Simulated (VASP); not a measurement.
The system is AlN.

```
Al N
1.0
     0.00000    2.01887    2.05925
     2.01887    0.00000    2.05925
     2.01887    2.01887    0.00000
Al N
1 1
Direct
  0.00000 0.00000 0.00000
  0.50000 0.50000 0.50000
```

This cell differs from its parent crystal: uniaxial z strain +2.0%.

Base run:

```yaml
Program: VASP 6.6.1
Functional: r2SCAN
Potentials_or_basis: VASP PAW PBE potentials, release 64 (Al, N)
Cutoff: 520 eV
k_mesh: 10 × 10 × 10
Occupations: gaussian, width 0.01 eV
Spin: no spin polarisation
```

Its results: band gap on the k mesh 5.18 eV, indirect (least direct gap 6.18 eV); pressure -5.9 GPa.

Q: The run is repeated on the same cell with these changes: functional from r2SCAN to PBE; occupations from gaussian, width 0.01 eV to fermi-dirac, width 0.02 eV. What comes out?

A: Band gap on the k mesh 4.31 eV, indirect (least direct gap 5.36 eV); pressure 1.0 GPa.

Caveats: the PAW data sets were made with another functional, which shifts forces and pressure a little (some runs).

A k mesh can miss the band edges.
